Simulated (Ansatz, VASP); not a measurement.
MnAs in VASP and in Ansatz

```
As Mn
1.0
     3.71000    0.00000    0.00000
    -1.85500    3.21295    0.00000
     0.00000    0.00000    5.69100
As Mn
2 2
Direct
  0.66667 0.33333 0.75000
  0.33333 0.66667 0.25000
  0.00000 0.00000 0.50000
  0.00000 0.00000 0.00000
```

Alike in both runs: functional revPBE; k mesh 8 × 8 × 5; occupations fermi-dirac, width 0.05 eV; collinear spin.

|  | VASP | Ansatz |
| --- | --- | --- |
| version | VASP 6.6.1 | Ansatz 0.2.0 |
| potentials or method | VASP PAW PBE potentials, release 64 (As, Mn_pv) | Ansatz PAW |
| plane-wave cutoff (eV) | 520 | 420 |
| valence electrons in the cell | 36 | 60 |
| task | single point | band structure |

```tsv
	VASP	Ansatz	Ansatz less VASP
gap on the k mesh at the Fermi level (eV)	none	none	-
pressure (GPa)	-0.8	-0.9	-0.11
traceless stress, the component that is largest in VASP (GPa)	-1.60	-1.61	-0.007
net moment per atom (μB)	1.59	1.59	+0.002
size of the moment on the site where the two differ most (μB)	3.24	3.20	-0.045
```

VASP's potentials were made for PBE, not for revPBE. Site moments also hang on the region over which each program counts them. A gap of «none» marks a metal or a gap that the smearing closes. VASP's potentials hold 36 valence electrons a cell and Ansatz's 60, so a difference there can come from the potentials and not from the codes.
